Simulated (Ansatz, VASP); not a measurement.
Mo: VASP beside Ansatz

```
Mo
1.0
    -1.57500    1.57500    1.57500
     1.57500   -1.57500    1.57500
     1.57500    1.57500   -1.57500
Mo
1
Cartesian
  0.0000 0.0000 0.0000
```

Alike in both runs: task single point; functional PBEsol; k mesh 36 × 36 × 36; no spin polarisation.

|  | VASP | Ansatz |
| --- | --- | --- |
| version | VASP 6.6.1 | Ansatz 0.2.0 |
| potentials or method | VASP PAW PBE potentials, release 64 (Mo_sv) | plane-wave PAW, scalar-relativistic |
| plane-wave cutoff (eV) | 520 | 420 |
| occupations | methfessel-paxton of order 1, width 0.1 eV | cold, width 0.1 eV |
| valence electrons in the cell | 14 | 14 |

```csv
,VASP,Ansatz,Ansatz less VASP
pressure (GPa),-4.7,-5.2,-0.49
```

VASP's potentials were made for PBE, not for PBEsol.
